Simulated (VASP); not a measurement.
Here is a VASP 6.6.1 calculation.

Contents of INCAR:

```
AGGAC = 1.0
AGGAX = 1.0
ALDAC = 0.0
ALDAX = 1.0
ALGO = Normal
EDIFF = 1E-7
ENCUT = 520
GGA = B5
ISIF = 2
ISMEAR = -1
LASPH = T
LCHARG = F
LREAL = F
LWAVE = F
NBANDS = 21
NELM = 100
PREC = Accurate
SIGMA = 0.1
```

KPOINTS

```
k-points
0
Gamma
  13 13 7
```

Contents of POSCAR:

```
W
1.0
    2.8035413945      0.0000000000      0.0000000000
   -1.4017706973      2.4279380682      0.0000000000
    0.0000000000      0.0000000000      5.0310983963
W
2
Direct
    0.3333333333      0.6666666667      0.2500000000
    0.6666666667      0.3333333333      0.7500000000
```

Potentials or basis: VASP PAW PBE potentials, release 64 (W_sv).

Launch:

```sh
$ cat potpaw_PBE.64/W_sv/POTCAR > POTCAR
$ mpirun -np 1 vasp_std > vasp.out
```

**Question.** Estimate the band gap on the k mesh.

**Answer.** Zero (band 14 reaches 11.73 eV, above the bottom of band 15 at 10.16 eV).

**Question.** Estimate the pressure.

**Answer.** 1.4 GPa.

Stress tensor (GPa, compression positive):
```
1.58 0.00 0.00
0.00 1.58 0.00
0.00 0.00 1.07
```

Caveat: the PAW data sets were made with another functional, which shifts forces and pressure a little; spin-orbit coupling is left out, which moves the levels of the heavy elements.
